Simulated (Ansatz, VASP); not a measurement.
## MnPt2 in VASP and in Ansatz

INCAR

```
SYSTEM = MnPt2
  PREC = Accurate
  ENCUT = 520
  EDIFF = 1E-6
  ISMEAR = 0
  SIGMA = 0.1
  LREAL = .FALSE.
  LASPH = .TRUE.
  NELM = 100
  ALGO = Normal
  ISIF = 2
  LWAVE = .FALSE.
  LCHARG = .FALSE.
  GGA = PE
  NBANDS = 24
```

The input KPOINTS:

```
regular mesh
0
G
  6 6 2
  0 0 0
```

The input POSCAR:

```
MnPt2
1.0
    2.8584044518      0.0000000000      0.0000000000
   -1.4292022259      2.4754508696      0.0000000000
    0.0000000000      0.0000000000      6.5325040000
Mn Pt
1 2
Direct
    0.0000000000      0.0000000000      0.0000000000
    0.3333333333      0.6666666667      0.6837940000
    0.6666666667      0.3333333333      0.3162060000
```

Input for Ansatz:

```yaml
crystal:
  lattice:
    - [2.8584044518, 0.0, 0.0]
    - [-1.4292022259, 2.4754508696, 0.0]
    - [0.0, 0.0, 6.532504]
  atoms:
    - { symbol: Mn, position: [0.0, 0.0, 0.0] }
    - { symbol: Pt, position: [0.3333333333, 0.6666666667, 0.683794] }
    - { symbol: Pt, position: [0.6666666667, 0.3333333333, 0.316206] }
basis:
  ecutwfc: 420
kpoints:
  mp_grid: { grid: [6, 6, 2] }
hamiltonian:
  xc: pbe
scf:
  occupations: { method: gaussian, width: 0.1 }
  mixing: { beta: 0.042, preconditioner: none }
  initial_density: { chi_scale: 0, normalization: atom }
  max_iter: 82
output:
  forces: true
  stress: true
  eigenvalues: true
```

Alike in both runs: task single point; functional PBE; k mesh 6 × 6 × 2; occupations gaussian, width 0.1 eV; no spin polarisation.

```csv
,VASP,Ansatz
version,VASP 6.6.1,Ansatz 0.2.0
potentials or method,"VASP PAW PBE potentials, release 64 (Mn_pv, Pt), cutoff 520 eV","scalar-relativistic, plane waves, PAW"
valence electrons in the cell,33,51
```

```tsv
	VASP	Ansatz	Ansatz less VASP
gap on the k mesh at the Fermi level (eV)	none	none	-
pressure (GPa)	-17.3	-17.0	+0.24
traceless stress, the component that is largest in VASP (GPa)	7.84	7.87	+0.031
rms of the force components (eV/Å)	0.183	0.185	+0.0015
```

Atom by atom the forces differ by 0.002 eV/Å (rms over components). A gap of «none» marks a metal or a gap that the smearing closes. The functional is the same, so the differences come from potentials, cutoffs and numerics. VASP's potentials hold 33 valence electrons a cell and Ansatz's 51, so a difference there can come from the potentials and not from the codes.

The k mesh is coarse, so the values compare programs but aren't converged. Spin-orbit coupling is off throughout.
